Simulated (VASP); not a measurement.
A run of VASP 6.6.1 is set up as follows.

INCAR

```
ALGO     = Normal         # electronic algorithm
EDIFF    = 1E-7           # SCF threshold, eV
EDIFFG   = -0.04          # ionic threshold
ENCUT    = 500            # plane-wave cutoff, eV
GGA      = PE             # functional
GGA_COMPAT= F            
IBRION   = 2              # ionic algorithm
ISIF     = 3              # what is computed and relaxed
ISMEAR   = 0              # smearing method
LASPH    = T              # aspherical terms in the spheres
LCHARG   = F              # write CHGCAR
LMAXMIX  = 6              # l up to which the mixer works
LREAL    = F              # projectors in reciprocal space
LWAVE    = F              # write WAVECAR
NELM     = 200            # most SCF steps
NELMIN   = 4            
NSW      = 90             # ionic steps
PREC     = Accurate       # precision mode
SIGMA    = 0.1            # smearing width, eV
```

File KPOINTS:

```
k-points
0
Gamma
  6 6 2
```

Contents of POSCAR:

```
HoSbTe3
1.0
    5.1866030900      0.0000000000      0.0000000000
   -2.5933015500      4.4917300400      0.0000000000
    0.0000000000      0.0000000000      7.9442527300
Ho Sb Te
1 1 3
Direct
    0.0000000000      0.0000000000      0.5000000000
    0.0000000000      0.0000000000      0.0000000000
    0.5588945300      0.0000000000      0.0000000000
    0.0000000000      0.5588945300      0.0000000000
    0.4411054700      0.4411054700      0.0000000000
```

Potentials or basis: VASP PAW PBE potentials, release 64 (Ho_3, Sb, Te), 4f in core.

Launch:

```bash
$ cat potpaw_PBE.64/Ho_3/POTCAR potpaw_PBE.64/Sb/POTCAR potpaw_PBE.64/Te/POTCAR > POTCAR
$ mpirun -np 1 vasp_std > vasp.out
```

Question: Estimate the relaxed volume.

Answer: 42.27 Å³/atom.

Question: What does it give for the relaxed cell?

Answer: a = 6.471 Å, b = 6.471 Å, c = 5.828 Å, α = 90.00°, β = 90.00°, γ = 120.00°.

Final structure:
```
Ho Sb Te
1.0
     6.47119    0.00000    0.00000
    -3.23559    5.60421    0.00000
     0.00000    0.00000    5.82834
Ho Sb Te
1 1 3
Direct
  0.00000 0.00000 0.50000
  0.00000 0.00000 0.00000
  0.50321 0.00000 0.00000
  0.00000 0.50321 0.00000
  0.49679 0.49679 0.00000
```

Caveat: the k points lie up to 0.54 Å⁻¹ apart in the final cell, too coarse for converged energies and pressures of a metal; a cell axis changed by over 15 % at a fixed basis, so the end point is rough; spin-orbit coupling is left out, which moves the levels of the heavy elements; the 4f electrons are frozen in the core, so they carry no moment and show no levels. Spin polarisation is off, so any magnetic state and its effect on volume and gap are missing.
